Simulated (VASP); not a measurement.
# Ru (P-3m1) in VASP: single point with PBEsol

Aim: the single point of Ru with PBEsol.

Everything below comes from runs of VASP 6.6.1. Logs are shortened: lines on timing, memory, paths and dates and some standing lists are left out, and cuts for length are marked.

## Step 1: The cell of the first run

It takes space group P-3m1 (No. 164, trigonal). Conventional cell: a = 2.706 Å, b = 2.706 Å, c = 4.282 Å, α = 90.00°, β = 90.00°, γ = 120.00°. Within 3.4 Å of Ru (site symmetry 3m) lie 12 Ru at 2.57 to 2.73 Å.

## Step 2: Single point, PBEsol (atom 1 (Ru) moved by (+0.000, -0.100) A along y and z)

Input file INCAR:

```
  PREC = Accurate
  ENCUT = 520
  EDIFF = 1E-7
  ISMEAR = 0
  SIGMA = 0.15
  LREAL = False
  LASPH = True
  NELM = 100
  ALGO = Fast
  ISIF = 2
  LWAVE = False
  LCHARG = False
  GGA = PS
  NBANDS = 21
```

Input file KPOINTS:

```
Automatic mesh
0
Gamma
  24 24 12
```

Input file POSCAR:

```
Ru
1.0
    2.7057993342      0.0000000000      0.0000000000
   -1.3528996671      2.3432909610      0.0000000000
    0.0000000000      0.0000000000      4.2819000000
Ru
2
Direct
    0.3333333333      0.6666666667      0.2266458815
    0.6666666667      0.3333333333      0.7500000000
```

Potentials or basis: VASP PAW PBE potentials, release 64 (Ru_pv).

The run is started by

```sh
> cat potpaw_PBE.64/Ru_pv/POTCAR > POTCAR
> mpirun -np 1 vasp_std > vasp.out
```

OUTCAR:

```text
PREC = Accurate
   ENCUT = 520
   EDIFF = 1E-7
   ISMEAR = 0
   LREAL = False
   LASPH = True
   NELM = 100
   ISIF = 2
   GGA = PS

 ion  position               nearest neighbor table
   1  0.333  0.667  0.227-   2 2.57   2 2.57   2 2.57   2 2.73   2 2.73   2 2.73
   2  0.667  0.333  0.750-   1 2.57   1 2.57   1 2.57   1 2.73   1 2.73   1 2.73

  LATTYP: Found a hexagonal cell.
 ALAT       =     2.7057993342
 C/A-ratio  =     1.5824898565

  Lattice vectors:

 A1 = (   2.7057993342,   0.0000000000,   0.0000000000)
 A2 = (  -1.3528996671,   2.3432909610,   0.0000000000)
 A3 = (   0.0000000000,   0.0000000000,   4.2819000000)

Analysis of symmetry for initial positions (statically):
=====================================================================
 Subroutine PRICEL returns:
 Original cell was already a primitive cell.

 Routine SETGRP: Setting up the symmetry group for a
 hexagonal supercell.

 Subroutine GETGRP returns: Found 12 space group operations
 (whereof  6 operations were pure point group operations)
 out of a pool of 24 trial point group operations.

The static configuration has the point symmetry C_3v.
 The point group associated with its full space group is D_3d.

Analysis of symmetry for dynamics (positions and initial velocities):
=====================================================================
 Subroutine PRICEL returns:
 Original cell was already a primitive cell.

 Routine SETGRP: Setting up the symmetry group for a
 hexagonal supercell.

 Subroutine GETGRP returns: Found 12 space group operations
 (whereof  6 operations were pure point group operations)
 out of a pool of 24 trial point group operations.

The dynamic configuration has the point symmetry C_3v.
 The point group associated with its full space group is D_3d.

 Subroutine INISYM returns: Found 12 space group operations
 (whereof  6 operations are pure point group operations),
 and found     1 'primitive' translations

----------------------------------------------------------------------------------------

                                     Primitive cell

  volume of cell :      27.1493

  direct lattice vectors                    reciprocal lattice vectors
     2.705799334  0.000000000  0.000000000     0.369576556  0.213375124  0.000000000
    -1.352899667  2.343290961  0.000000000     0.000000000  0.426750249  0.000000000
     0.000000000  0.000000000  4.281900000     0.000000000  0.000000000  0.233541185

  length of vectors
     2.705799334  2.705799334  4.281900000     0.426750249  0.426750249  0.233541185

  position of ions in fractional coordinates (direct lattice)
     0.333333333  0.666666667  0.226645881
     0.666666667  0.333333333  0.750000000

  ion indices of the primitive-cell ions
   primitive index   ion index
                 1           1
                 2           2

----------------------------------------------------------------------------------------

 KPOINTS: Automatic mesh

Automatic generation of k-mesh.
 Grid dimensions read from file:
 generate k-points for:   24   24   12

 Generating k-lattice:

  Cartesian coordinates                     Fractional coordinates (reciprocal lattice)
     0.015399023  0.008890630  0.000000000     0.041666667  0.000000000  0.000000000
     0.000000000  0.017781260  0.000000000     0.000000000  0.041666667  0.000000000
     0.000000000  0.000000000  0.019461765     0.000000000  0.000000000  0.083333333

  Length of vectors
     0.017781260  0.017781260  0.019461765

  Shift w.r.t. Gamma in fractional coordinates (k-lattice)
     0.000000000  0.000000000  0.000000000

 Subroutine IBZKPT returns following result:
 ===========================================

 Found    667 irreducible k-points:

 Following reciprocal coordinates:
            Coordinates               Weight
  0.000000  0.000000  0.000000      1.000000
  0.041667  0.000000  0.000000      6.000000
  0.083333  0.000000  0.000000      6.000000
  0.125000  0.000000  0.000000      6.000000
  0.166667  0.000000  0.000000      6.000000
  0.208333 -0.000000  0.000000      6.000000
[... 16 lines left out ...]
  0.416667  0.041667  0.000000     12.000000
  0.458333  0.041667  0.000000     12.000000
 [... further k-points ...]
   k-points           NKPTS =    667   k-points in BZ     NKDIM =    667   number of bands    NBANDS=     21
   number of dos      NEDOS =    301   number of ions     NIONS =      2
   total plane-waves  NPLWV =  12800
   dimension x,y,z NGX =    20 NGY =   20 NGZ =   32
   dimension x,y,z NGXF=    40 NGYF=   40 NGZF=   64
   ions per type =               2
   NGX,Y,Z   is equivalent  to a cutoff of  12.29, 12.29, 12.42 a.u.
   NGXF,Y,Z  is equivalent  to a cutoff of  24.58, 24.58, 24.85 a.u.
 SYSTEM =  unknown system
   PREC   = accura    normal or accurate (medium, high low for compatibility)
   ISTART =      0    job   : 0-new  1-cont  2-samecut
   ICHARG =      2    charge: 1-file 2-atom 10-const
   ISPIN  =      1    spin polarized calculation?
   LNONCOLLINEAR =      F non collinear calculations
   LSORBIT =      F    spin-orbit coupling
   LASPH  =      T    aspherical Exc in radial PAW
   ENCUT  =  520.0 eV  38.22 Ry    6.18 a.u.   5.03  5.03  7.96*2*pi/ulx,y,z
   NELM   =    100;   NELMIN=  2; NELMDL= -5     # of ELM steps
   EDIFF  = 0.1E-06   stopping-criterion for ELM
   LREAL  =      F    real-space projection
   EDIFFG = 0.1E-05   stopping-criterion for IOM
   NSW    =      0    number of steps for IOM
   IBRION =     -1    ionic relax: 0-MD 1-quasi-New 2-CG
   NFREE  =      0    steps in history (QN), initial steepest desc. (CG)
   ISIF   =      2    stress and relaxation
   ISYM   =      2    0-nonsym 1-usesym 2-fastsym
   POTIM  = 0.5000    time-step for ionic-motion
   TEBEG  =    0.0;   TEEND  =   0.0 temperature during run
   PSTRESS=    0.0 pullay stress
   NELECT =      28.0000    total number of electrons
   NUPDOWN=      -1.0000    fix difference up-down
   EMIN   =  10.00;   EMAX   =-10.00  energy-range for DOS
   EFERMI =   0.00;   METHOD = LEGACY
   ISMEAR =     0;   SIGMA  =   0.15  broadening in eV -4-tet -1-fermi 0-gaus
   EFERMI_NEDOS =   21; number of points for ismear=-14 and -15
   IALGO  =     68    algorithm
   IMIX   =      4    mixing-type and parameters
     AMIX     =   0.40;   BMIX     =  1.00
     AMIX_MAG =   1.60;   BMIX_MAG =  1.00
  volume/ion in A,a.u.               =      13.57        91.61
  Fermi-wavevector in a.u.,A,eV,Ry     =   1.654022  3.125649 37.222686  2.735790
  Thomas-Fermi vector in A             =   2.742361
   LORBIT       =      0    0 simple, 1 ext, 2 COOP (PROOUT), +10 PAW based schemes
   GGA     = PS    functional components
   LHFCALC =     F    Hartree Fock is set to
   AEXX    =    0.0000 exact exchange contribution
   IVDW    =     0    specifies the selected vdW correction
   LEPSILON=     F    determine dielectric tensor
   LRPA    =     F    only Hartree local field effects (RPA)
 non-spin polarized calculation
 RMM-DIIS sequential band-by-band and
 Gauss-broadening in eV      SIGMA  =   0.15
  energy-cutoff  :      520.00
  volume of cell :       27.15
 maximum number of plane-waves:       756
   NGX =  9   NGY =  9   NGZ = 15

 number of electron      28.0000006 magnetization

 Free energy of the ion-electron system (eV)
  ---------------------------------------------------
  ext. energy  EPLUGINS =         0.00000000
  ---------------------------------------------------
  free energy    TOTEN  =       -20.28105948 eV

  energy without entropy =      -20.26129781  energy(sigma->0) =      -20.27117865

 E-fermi :  12.7304     XC(G=0): -14.2751

 val. band max:       12.7273382398   @ k =   0.2917  -0.0000   0.0833
 cond. band min:      12.7315962376   @ k =  -0.0417   0.2083   0.3333
 fundamental gap:      0.0042579977
 Fermi energy:        12.7304290394

 k-point     1 :       0.0000    0.0000    0.0000
  band No.  band energies     occupation
      1     -30.9206      2.00000
      2     -29.9701      2.00000
      3     -29.9701      2.00000
      4     -29.7863      2.00000
      5     -29.7863      2.00000
      6     -29.7391      2.00000
[... 13 lines left out ...]
     20      22.9852      0.00000
     21      23.0372      0.00000

 k-point     2 :       0.0417    0.0000    0.0000
  band No.  band energies     occupation
      1     -30.9147      2.00000
      2     -29.9837      2.00000
      3     -29.9746      2.00000
      4     -29.7996      2.00000
      5     -29.7879      2.00000
      6     -29.7412      2.00000
[... 13 lines left out ...]
     20      22.9851      0.00000
     21      23.0365      0.00000

 k-point     3 :       0.0833    0.0000    0.0000
  band No.  band energies     occupation
      1     -30.8972      2.00000
      2     -30.0232      2.00000
      3     -29.9874      2.00000
      4     -29.8384      2.00000
      5     -29.7929      2.00000
      6     -29.7479      2.00000
[... 13 lines left out ...]
     20      22.9851      0.00000
     21      23.0340      0.00000

 k-point     4 :       0.1250    0.0000    0.0000
  band No.  band energies     occupation
      1     -30.8688      2.00000
      2     -30.0853      2.00000
      3     -30.0075      2.00000
      4     -29.8994      2.00000
      5     -29.8012      2.00000
      6     -29.7599      2.00000
[... 13 lines left out ...]
     20      22.9851      0.00000
     21      23.0291      0.00000

 k-point     5 :       0.1667    0.0000    0.0000
  band No.  band energies     occupation
      1     -30.8305      2.00000
      2     -30.1651      2.00000
      3     -30.0331      2.00000
      4     -29.9775      2.00000
      5     -29.8125      2.00000
      6     -29.7778      2.00000
[... 13 lines left out ...]
     20      22.9850      0.00000
     21      23.0222      0.00000
[... 382 lines left out ...]
     20      22.9825      0.00000
     21      23.7231      0.00000

 k-point    22 :       0.3750    0.0417    0.0000
  band No.  band energies     occupation
      1     -30.6607      2.00000
      2     -30.5688      2.00000
      3     -30.3787      2.00000
      4     -30.1886      2.00000
      5     -29.9689      2.00000
      6     -29.8983      2.00000
[... 13 lines left out ...]
     20      23.8146      0.00000
     21      26.3526      0.00000

 k-point    23 :       0.4167    0.0417    0.0000
  band No.  band energies     occupation
      1     -30.7061      2.00000
      2     -30.5720      2.00000
      3     -30.3730      2.00000
      4     -30.2047      2.00000
      5     -30.0044      2.00000
      6     -29.9068      2.00000
[... 13 lines left out ...]
     20      24.4955      0.00000
     21      25.8052      0.00000

 k-point    24 :       0.4583    0.0417    0.0000
  band No.  band energies     occupation
      1     -30.7303      2.00000
      2     -30.5798      2.00000
      3     -30.3592      2.00000
      4     -30.2132      2.00000
      5     -30.0264      2.00000
      6     -29.9113      2.00000
[... 13 lines left out ...]
     20      25.0176      0.00000
     21      25.4889      0.00000

 [... further k-points ...]

------------------------ aborting loop because EDIFF is reached ----------------------------------------

  FORCE on cell =-STRESS in cart. coord.  units (eV):
  Direction    XX          YY          ZZ          XY          YZ          ZX
  --------------------------------------------------------------------------------------
  -------------------------------------------------------------------------------------
  Total       -0.8189865     -0.8189865     -0.6450135      0.0000000      0.0000000     -0.0000000
  in kB      -48.3313579    -48.3313579    -38.0645813      0.0000000      0.0000000     -0.0000000
  external PRESSURE =     -44.9090990 kB  Pullay stress =       0.0000000 kB

 VOLUME and BASIS-vectors are now :
 -----------------------------------------------------------------------------
  energy-cutoff  :      520.00
  volume of cell :       27.15
      direct lattice vectors                 reciprocal lattice vectors
     2.705799334  0.000000000  0.000000000     0.369576556  0.213375124  0.000000000
    -1.352899667  2.343290961  0.000000000     0.000000000  0.426750249  0.000000000
     0.000000000  0.000000000  4.281900000     0.000000000  0.000000000  0.233541185

 POSITION                                       TOTAL-FORCE (eV/Angst)
 -----------------------------------------------------------------------------------
     -0.00000      1.56219      0.97047         0.000000      0.000000      1.203276
      1.35290      0.78110      3.21143        -0.000000      0.000000     -1.203276
 -----------------------------------------------------------------------------------
    total drift:                               -0.000000     -0.000000      0.000001

  FREE ENERGIE OF THE ION-ELECTRON SYSTEM (eV)
  ---------------------------------------------------
  free  energy   TOTEN  =       -20.2810594822 eV

  energy  without entropy=      -20.2612978111  energy(sigma->0) =      -20.27117865
```

Wall time 2.5 min (1 thread of AMD EPYC 9R45 (Zen 5), shared host); peak memory 0.35 GiB.

What came out:

* Free energy: -20.2811 eV
* Pressure: -4.5 GPa
* Largest force: 1.203 eV/Å
* Band gap on the k mesh: zero (bands 14 and 15 overlap by 2.98 eV)

Forces in eV/Å, atoms in the order of the input:
```
Ru   0.000  0.000  1.203
Ru   0.000  0.000 -1.203
```

Stress tensor (GPa, compression positive):
```
-4.83  0.00  0.00
 0.00 -4.83  0.00
 0.00  0.00 -3.81
```

Caveat: the cell differs from its parent crystal (atom 1 (Ru) moved by (+0.000, -0.100) A along y and z); the cell stands under tension; the PAW data sets were made with another functional, which shifts forces and pressure a little.
